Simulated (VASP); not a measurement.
Wanted: the native input for a VASP 6.6.1 run.

| Property | Result |
| --- | --- |
| Task | relaxation of cell and atoms |
| Functional | PBE |
| Potentials or basis | VASP PAW PBE potentials, release 64 (Si, W_sv) |
| Cutoff | 600 eV |
| k mesh | 18 × 18 × 18 |
| Occupations | gaussian, width 0.1 eV |
| Spin | no spin polarisation |
| Dipole correction | no |
| Further INCAR settings | ALGO = Normal; EDIFF = 1e-06; IBRION = 2; EDIFFG = -0.01; NSW = 100; ISIF = 3 |

The structure of Si2W lies in POSCAR:

```
Si2W
1.0
   -1.6069000000      1.6069000000      3.9149500000
    1.6069000000     -1.6069000000      3.9149500000
    1.6069000000      1.6069000000     -3.9149500000
Si W
2 1
Direct
    0.3347000000      0.3347000000      0.0000000000
    0.6653000000      0.6653000000      0.0000000000
    0.0000000000      0.0000000000      0.0000000000
```

One way to write it, as run:

INCAR

```
ALGO = Normal
EDIFF = 1E-6
EDIFFG = -0.01
ENCUT = 600
GGA = PE
IBRION = 2
ISIF = 3
ISMEAR = 0
LASPH = T
LCHARG = F
LREAL = F
LWAVE = F
NELM = 100
NSW = 100
PREC = Accurate
SIGMA = 0.1
```

KPOINTS

```
k-points
0
Gamma
  18 18 18
```

Potentials or basis: VASP PAW PBE potentials, release 64 (Si, W_sv).

Command:

```console
$ cat potpaw_PBE.64/Si/POTCAR potpaw_PBE.64/W_sv/POTCAR > POTCAR
$ mpirun -np 1 vasp_std > vasp.out
```

It gave:

```json
{
  "Relaxed volume": "13.68 Å³/atom",
  "Relaxed cell": "a = 4.548 Å, b = 4.548 Å, c = 4.548 Å, α = 138.41°, β = 138.41°, γ = 60.28°",
  "Space group after relaxing (to 0.1 Å)": "I4/mmm (No. 139)",
  "Energy gained by relaxing": "2.1 meV/atom",
  "Ionic steps": "6",
  "Pressure after relaxing": "0.1 GPa",
  "Band gap on the k mesh": "zero (bands 11 and 12 overlap by 1.25 eV)"
}
```

Caveat: spin-orbit coupling is left out, which moves the levels of the heavy elements.

It took 11 min on 1 thread of Intel(R) Xeon(R) Platinum 8559C (Emerald Rapids), on a shared host, peak memory 0.5 GiB.
